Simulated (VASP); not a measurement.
A run of VASP 6.6.1:

The input INCAR:

```
SYSTEM = Cr
ALGO     = Fast           ! electronic algorithm
EDIFF    = 1E-6           ! SCF threshold, eV
ENCUT    = 520            ! plane-wave cutoff, eV
GGA      = PE             ! functional
ISIF     = 2              ! what is computed and relaxed
ISMEAR   = 0              ! smearing method
LASPH    = .True.         ! aspherical terms in the spheres
LCHARG   = .False.        ! write CHGCAR
LREAL    = .False.        ! projectors in reciprocal space
LWAVE    = .False.        ! write WAVECAR
NBANDS   = 19             ! bands
NELM     = 100            ! most SCF steps
PREC     = Accurate       ! precision mode
SIGMA    = 0.1            ! smearing width, eV
```

Contents of KPOINTS:

```
k-points
0
Gamma
  38 38 38
  0 0 0
```

Contents of POSCAR:

```
Cr
1.0
    2.7716593815      0.0000000000      0.0000000000
    0.0000000000      2.7716593815      0.0000000000
    0.0000000000      0.0000000000      2.7716593815
Cr
2
Direct
    0.0000000000      0.0000000000      0.0000000000
    0.5000000000      0.5000000000      0.5000000000
```

Potentials or basis: VASP PAW PBE potentials, release 64 (Cr_pv).

Launch:

```bash
$ cat potpaw_PBE.64/Cr_pv/POTCAR > POTCAR
$ mpirun -np 1 vasp_std > vasp.out
```

Hardware: 1 thread of Intel(R) Xeon(R) 6975P-C (Granite Rapids), with other jobs on the host.

Question: Estimate the wall time of this run.

Answer: Run time: 4.3 min on 1 thread of Intel(R) Xeon(R) 6975P-C (Granite Rapids) (shared host), peak memory 0.56 GiB. Counts: scf iterations 14, k points 1540.
